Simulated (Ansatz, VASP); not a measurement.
**Na: VASP beside Ansatz**

```
Na
1.0
    -4.55611    4.56481    1.87901
     4.56481   -4.55611    1.87901
     2.39393    2.39393   -1.86307
Na
2
Direct
  0.00012 0.99988 0.00000
  0.74988 0.25012 0.50000
```

Alike in both runs: task single point; functional revPBE; k mesh 11 × 11 × 11; occupations fermi-dirac, width 0.1 eV; no spin polarisation.

```csv
,VASP,Ansatz
version,VASP 6.6.1,Ansatz 0.2.0
potentials or method,"VASP PAW PBE potentials, release 64 (Na_pv), cutoff 520 eV","plane waves (420 eV) with PAW, scalar-relativistic"
valence electrons in the cell,14,18
```

|  | VASP | Ansatz | Ansatz less VASP |
| --- | --- | --- | --- |
| pressure (GPa) | -0.2 | -0.2 | +0.01 |
| traceless stress, the component that is largest in VASP (GPa) | -0.07 | -0.07 | +0.002 |

VASP's potentials were made for PBE, not for revPBE. With one functional, cell and mesh, what is left measures potentials, basis and numerics. VASP's potentials hold 14 valence electrons a cell and Ansatz's 18, so a difference there can come from the potentials and not from the codes.
